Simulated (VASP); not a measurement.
Set up this calculation in VASP 6.6.1, as the native input.

| Property | Result |
| --- | --- |
| Task | single point |
| Functional | LDA |
| Potentials or basis | VASP PAW LDA potentials, release 64 (Zn) |
| Cutoff | 520 eV |
| k mesh | 20 × 20 × 20 |
| Occupations | gaussian, width 0.15 eV |
| Spin | no spin polarisation |
| Dipole correction | no |
| Further INCAR settings | ALGO = Normal; EDIFF = 1e-06; NBANDS = 12 |

The structure of Zn lies in POSCAR:

```
Zn
1.0
   -1.5056386871      1.5056386871      1.5056386871
    1.5056386871     -1.5056386871      1.5056386871
    1.5056386871      1.5056386871     -1.5056386871
Zn
1
Direct
    0.0000000000      0.0000000000      0.0000000000
```

The input as run:

INCAR

```
PREC = Accurate ; ENCUT = 520
EDIFF = 1E-6 ; ISMEAR = 0
SIGMA = 0.15 ; LREAL = F
LASPH = T ; NELM = 80
ALGO = Normal ; ISIF = 2
LWAVE = F ; LCHARG = F
NBANDS = 12
```

KPOINTS

```
Automatic mesh
0
Gamma
  20 20 20
```

Potentials or basis: VASP PAW LDA potentials, release 64 (Zn).

Command:

```console
$ cat potpaw_LDA.64/Zn/POTCAR > POTCAR
$ mpirun -np 1 vasp_std > vasp.out
```

It gave:

| Quantity | Value |
| --- | --- |
| Pressure | 0.8 GPa |
| Band gap on the k mesh | zero (band 6 reaches 8.15 eV, above the bottom of band 7 at 3.00 eV) |

Wall time 12 s on 1 thread of Intel(R) Xeon(R) 6975P-C (Granite Rapids), with other jobs on the host, peak memory 0.14 GiB.
